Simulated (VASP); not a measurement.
# Pt (P2_1/m) in VASP: single point with LDA

Aim: the single point of Pt with LDA.

Everything below comes from runs of VASP 6.6.1. Logs are shortened: lines on timing, memory, paths and dates and some standing lists are left out, and cuts for length are marked.

**1. The cell of the first run**

Symmetry: P2_1/m, No. 11, monoclinic system. The conventional cell has a = 2.708 Å, b = 4.677 Å, c = 2.708 Å, α = 90.00°, β = 120.00°, γ = 90.00°. Pt (site symmetry m) has 12 Pt at 2.67 to 3.00 Å within 3.5 Å.

**2. Single point, LDA (atoms displaced along several vibrational modes)**

File INCAR:

```
PREC = Accurate
ENCUT = 520
EDIFF = 1E-7
ISMEAR = 0
SIGMA = 0.15
LREAL = False
LASPH = True
NELM = 80
ALGO = Fast
ISIF = 2
LWAVE = False
LCHARG = True
LELF = True
LVHAR = True
NBANDS = 17
```

File KPOINTS:

```
regular mesh
0
Gamma
  18 18 10
```

File POSCAR:

```
Pt
1.0
    2.7081940711      0.0000000000      0.0000000000
   -1.3540970355      2.3453648639      0.0000000000
    0.0000000000      0.0000000000      4.6773974959
Pt
2
Direct
    0.6009915031      0.2723620098      0.7500000000
    0.3990084969      0.7276379902      0.2500000000
```

Potentials or basis: VASP PAW LDA potentials, release 64 (Pt).

Run with:

```
cat potpaw_LDA.64/Pt/POTCAR > POTCAR
mpirun -np 1 vasp_std > vasp.out
```

OUTCAR:

```text
PREC = Accurate
   ENCUT = 520
   EDIFF = 1E-7
   ISMEAR = 0
   LREAL = False
   LASPH = True
   NELM = 80
   ISIF = 2

 ion  position               nearest neighbor table
   1  0.601  0.272  0.750-   2 2.67   2 2.67   2 2.82   2 2.82   2 3.00   2 3.00
   2  0.399  0.728  0.250-   1 2.67   1 2.67   1 2.82   1 2.82   1 3.00   1 3.00

  LATTYP: Found a hexagonal cell.
 ALAT       =     2.7081940711
 C/A-ratio  =     1.7271278842

  Lattice vectors:

 A1 = (   2.7081940711,   0.0000000000,   0.0000000000)
 A2 = (  -1.3540970355,   2.3453648639,   0.0000000000)
 A3 = (   0.0000000000,   0.0000000000,   4.6773974959)

Analysis of symmetry for initial positions (statically):
=====================================================================
 Subroutine PRICEL returns:
 Original cell was already a primitive cell.

 Routine SETGRP: Setting up the symmetry group for a
 hexagonal supercell.

 Subroutine GETGRP returns: Found  4 space group operations
 (whereof  2 operations were pure point group operations)
 out of a pool of 24 trial point group operations.

The static configuration has the point symmetry S_2 .
 The point group associated with its full space group is C_2h.

Analysis of symmetry for dynamics (positions and initial velocities):
=====================================================================
 Subroutine PRICEL returns:
 Original cell was already a primitive cell.

 Routine SETGRP: Setting up the symmetry group for a
 hexagonal supercell.

 Subroutine GETGRP returns: Found  4 space group operations
 (whereof  2 operations were pure point group operations)
 out of a pool of 24 trial point group operations.

The dynamic configuration has the point symmetry S_2 .
 The point group associated with its full space group is C_2h.

 Subroutine INISYM returns: Found  4 space group operations
 (whereof  2 operations are pure point group operations),
 and found     1 'primitive' translations

----------------------------------------------------------------------------------------

                                     Primitive cell

  volume of cell :      29.7094

  direct lattice vectors                    reciprocal lattice vectors
     2.708194071  0.000000000  0.000000000     0.369249756  0.213186446  0.000000000
    -1.354097035  2.345364864  0.000000000     0.000000000  0.426372892  0.000000000
     0.000000000  0.000000000  4.677397496     0.000000000  0.000000000  0.213794103

  length of vectors
     2.708194071  2.708194071  4.677397496     0.426372892  0.426372892  0.213794103

  position of ions in fractional coordinates (direct lattice)
     0.600991503  0.272362010  0.750000000
     0.399008497  0.727637990  0.250000000

  ion indices of the primitive-cell ions
   primitive index   ion index
                 1           1
                 2           2

----------------------------------------------------------------------------------------

 KPOINTS: regular mesh

Automatic generation of k-mesh.
 Grid dimensions read from file:
 generate k-points for:   18   18   10

 Generating k-lattice:

  Cartesian coordinates                     Fractional coordinates (reciprocal lattice)
     0.020513875  0.011843691  0.000000000     0.055555556 -0.000000000  0.000000000
     0.000000000  0.023687383  0.000000000     0.000000000  0.055555556  0.000000000
     0.000000000  0.000000000  0.021379410     0.000000000  0.000000000  0.100000000

  Length of vectors
     0.023687383  0.023687383  0.021379410

  Shift w.r.t. Gamma in fractional coordinates (k-lattice)
     0.000000000  0.000000000  0.000000000

 Subroutine IBZKPT returns following result:
 ===========================================

 Found    984 irreducible k-points:

 Following reciprocal coordinates:
            Coordinates               Weight
  0.000000  0.000000  0.000000      1.000000
  0.055556  0.000000  0.000000      2.000000
  0.000000  0.055556  0.000000      2.000000
 -0.055556  0.055556  0.000000      2.000000
  0.111111  0.000000  0.000000      2.000000
  0.000000  0.111111  0.000000      2.000000
[... 16 lines left out ...]
  0.444444  0.000000  0.000000      2.000000
  0.000000  0.444444  0.000000      2.000000
 [... further k-points ...]
   k-points           NKPTS =    984   k-points in BZ     NKDIM =    984   number of bands    NBANDS=     17
   number of dos      NEDOS =    301   number of ions     NIONS =      2
   total plane-waves  NPLWV =  14400
   dimension x,y,z NGX =    20 NGY =   20 NGZ =   36
   dimension x,y,z NGXF=    40 NGYF=   40 NGZF=   72
   ions per type =               2
   NGX,Y,Z   is equivalent  to a cutoff of  12.28, 12.28, 12.80 a.u.
   NGXF,Y,Z  is equivalent  to a cutoff of  24.55, 24.55, 25.59 a.u.
 SYSTEM =  unknown system
   PREC   = accura    normal or accurate (medium, high low for compatibility)
   ISTART =      0    job   : 0-new  1-cont  2-samecut
   ICHARG =      2    charge: 1-file 2-atom 10-const
   ISPIN  =      1    spin polarized calculation?
   LNONCOLLINEAR =      F non collinear calculations
   LSORBIT =      F    spin-orbit coupling
   LASPH  =      T    aspherical Exc in radial PAW
   ENCUT  =  520.0 eV  38.22 Ry    6.18 a.u.   5.04  5.04  8.70*2*pi/ulx,y,z
   NELM   =     80;   NELMIN=  2; NELMDL= -5     # of ELM steps
   EDIFF  = 0.1E-06   stopping-criterion for ELM
   LREAL  =      F    real-space projection
   EDIFFG = 0.1E-05   stopping-criterion for IOM
   NSW    =      0    number of steps for IOM
   IBRION =     -1    ionic relax: 0-MD 1-quasi-New 2-CG
   NFREE  =      0    steps in history (QN), initial steepest desc. (CG)
   ISIF   =      2    stress and relaxation
   ISYM   =      2    0-nonsym 1-usesym 2-fastsym
   POTIM  = 0.5000    time-step for ionic-motion
   TEBEG  =    0.0;   TEEND  =   0.0 temperature during run
   PSTRESS=    0.0 pullay stress
   NELECT =      20.0000    total number of electrons
   NUPDOWN=      -1.0000    fix difference up-down
   EMIN   =  10.00;   EMAX   =-10.00  energy-range for DOS
   EFERMI =   0.00;   METHOD = LEGACY
   ISMEAR =     0;   SIGMA  =   0.15  broadening in eV -4-tet -1-fermi 0-gaus
   EFERMI_NEDOS =   21; number of points for ismear=-14 and -15
   IALGO  =     68    algorithm
   IMIX   =      4    mixing-type and parameters
     AMIX     =   0.40;   BMIX     =  1.00
     AMIX_MAG =   1.60;   BMIX_MAG =  1.00
  volume/ion in A,a.u.               =      14.85       100.24
  Fermi-wavevector in a.u.,A,eV,Ry     =   1.434784  2.711350 28.009042  2.058607
  Thomas-Fermi vector in A             =   2.554155
   LORBIT       =      0    0 simple, 1 ext, 2 COOP (PROOUT), +10 PAW based schemes
   GGA     = CA    functional components
   LHFCALC =     F    Hartree Fock is set to
   AEXX    =    0.0000 exact exchange contribution
   IVDW    =     0    specifies the selected vdW correction
   LEPSILON=     F    determine dielectric tensor
   LRPA    =     F    only Hartree local field effects (RPA)
 non-spin polarized calculation
 RMM-DIIS sequential band-by-band and
 Gauss-broadening in eV      SIGMA  =   0.15
  energy-cutoff  :      520.00
  volume of cell :       29.71
 maximum number of plane-waves:       825
   NGX = 11   NGY = 11   NGZ = 17

 number of electron      19.9999997 magnetization

 Free energy of the ion-electron system (eV)
  ---------------------------------------------------
  ext. energy  EPLUGINS =         0.00000000
  ---------------------------------------------------
  free energy    TOTEN  =       -14.90100671 eV

  energy without entropy =      -14.87070052  energy(sigma->0) =      -14.88585362

 E-fermi :  11.4158     XC(G=0): -13.7664

 val. band max:       11.4157402497   @ k =   0.3333  -0.0000   0.1000
 cond. band min:      11.4172364127   @ k =  -0.3889  -0.4444  -0.2000
 fundamental gap:      0.0014961630
 Fermi energy:        11.4157894778

 k-point     1 :       0.0000    0.0000    0.0000
  band No.  band energies     occupation
      1       1.0229      2.00000
      2       3.7438      2.00000
      3       6.6754      2.00000
      4       7.5227      2.00000
      5       7.8178      2.00000
      6       7.9609      2.00000
[... 9 lines left out ...]
     16      28.0353      0.00000
     17      32.0530      0.00000

 k-point     2 :       0.0556    0.0000    0.0000
  band No.  band energies     occupation
      1       1.1394      2.00000
      2       3.8458      2.00000
      3       6.7022      2.00000
      4       7.6142      2.00000
      5       7.7745      2.00000
      6       7.9275      2.00000
[... 9 lines left out ...]
     16      28.1186      0.00000
     17      31.6503      0.00000

 k-point     3 :       0.0000    0.0556    0.0000
  band No.  band energies     occupation
      1       1.1430      2.00000
      2       3.8607      2.00000
      3       6.6887      2.00000
      4       7.4802      2.00000
      5       7.8891      2.00000
      6       8.0521      2.00000
[... 9 lines left out ...]
     16      28.2423      0.00000
     17      31.6362      0.00000

 k-point     4 :      -0.0556    0.0556    0.0000
  band No.  band energies     occupation
      1       1.1420      2.00000
      2       3.8569      2.00000
      3       6.7054      2.00000
      4       7.5072      2.00000
      5       7.8672      2.00000
      6       7.9506      2.00000
[... 9 lines left out ...]
     16      28.2193      0.00000
     17      31.3945      0.00000
[... 343 lines left out ...]
      1       4.3366      2.00000
      2       4.7778      2.00000
      3       5.4699      2.00000
      4       7.2148      2.00000
      5       7.6416      2.00000
      6       8.0786      2.00000
[... 9 lines left out ...]
     16      25.4297      0.00000
     17      25.9782      0.00000

 k-point    23 :       0.4444    0.0000    0.0000
  band No.  band energies     occupation
      1       4.0256      2.00000
      2       4.3766      2.00000
      3       4.8105      2.00000
      4       7.7561      2.00000
      5       7.8978      2.00000
      6       8.8621      2.00000
[... 9 lines left out ...]
     16      24.0308      0.00000
     17      26.1954      0.00000

 k-point    24 :       0.0000    0.4444    0.0000
  band No.  band energies     occupation
      1       4.4523      2.00000
      2       4.8937      2.00000
      3       5.7594      2.00000
      4       6.7586      2.00000
      5       7.3666      2.00000
      6       8.2183      2.00000
[... 9 lines left out ...]
     16      24.1128      0.00000
     17      24.1786      0.00000

 [... further k-points ...]

------------------------ aborting loop because EDIFF is reached ----------------------------------------

  FORCE on cell =-STRESS in cart. coord.  units (eV):
  Direction    XX          YY          ZZ          XY          YZ          ZX
  --------------------------------------------------------------------------------------
  -------------------------------------------------------------------------------------
  Total       -0.0463372      0.3941083      0.7313519      0.0914140      0.0000000      0.0000000
  in kB       -2.4988806     21.2535620     39.4405089      4.9297943      0.0000000      0.0000000
  external PRESSURE =      19.3983968 kB  Pullay stress =       0.0000000 kB

 VOLUME and BASIS-vectors are now :
 -----------------------------------------------------------------------------
  energy-cutoff  :      520.00
  volume of cell :       29.71
      direct lattice vectors                 reciprocal lattice vectors
     2.708194071  0.000000000  0.000000000     0.369249756  0.213186446  0.000000000
    -1.354097035  2.345364864  0.000000000     0.000000000  0.426372892  0.000000000
     0.000000000  0.000000000  4.677397496     0.000000000  0.000000000  0.213794103

 POSITION                                       TOTAL-FORCE (eV/Angst)
 -----------------------------------------------------------------------------------
      1.25880      0.63879      3.50805        -0.244561      0.216814      0.000000
      0.09530      1.70658      1.16935         0.244561     -0.216814      0.000000
 -----------------------------------------------------------------------------------
    total drift:                               -0.000000      0.000000     -0.000000

  FREE ENERGIE OF THE ION-ELECTRON SYSTEM (eV)
  ---------------------------------------------------
  free  energy   TOTEN  =       -14.9010067137 eV

  energy  without entropy=      -14.8707005173  energy(sigma->0) =      -14.88585362
```

Wall time 4.4 min (1 thread of Intel Xeon 6975P-C (Granite Rapids), shared host); peak memory 0.48 GiB.

Results:

| Item | Value |
| --- | --- |
| Free energy | -14.9010 eV |
| Pressure | 1.9 GPa |
| Largest force | 0.327 eV/Å |
| Band gap on the k mesh | zero (bands 10 and 11 overlap by 1.64 eV) |

Forces on the atoms (eV/Å):
```
Pt  -0.245  0.217  0.000
Pt   0.245 -0.217  0.000
```

Stress tensor (GPa, compression positive):
```
-0.25  0.49  0.00
 0.49  2.13  0.00
 0.00  0.00  3.94
```

Levels at points of the mesh, in eV from the Fermi level:
```tsv
k point	band 8	band 9	band 10	band 11	band 12	band 13
(0.00, 0.00, 0.00)	-2.63	-1.15	-1.05	-0.96	0.26	5.27
(0.50, 0.00, 0.00)	0.00	0.36	0.49	1.61	4.56	6.62
(0.00, 0.50, 0.00)	-0.24	0.23	0.62	3.03	3.29	8.59
(0.50, 0.50, 0.00)	-0.63	0.34	0.50	2.42	3.88	7.57
(0.00, 0.00, 0.50)	-3.64	-1.14	-1.14	-0.78	-0.78	12.37
(0.50, 0.00, 0.50)	-1.66	0.45	0.45	2.61	2.61	6.12
(0.00, 0.50, 0.50)	0.05	0.43	0.43	0.82	0.82	7.38
(0.50, 0.50, 0.50)	-0.64	0.43	0.43	1.65	1.65	6.95
```

Caveat: the cell differs from its parent crystal (atoms displaced along several vibrational modes); spin-orbit coupling is left out, which moves the levels of the heavy elements.
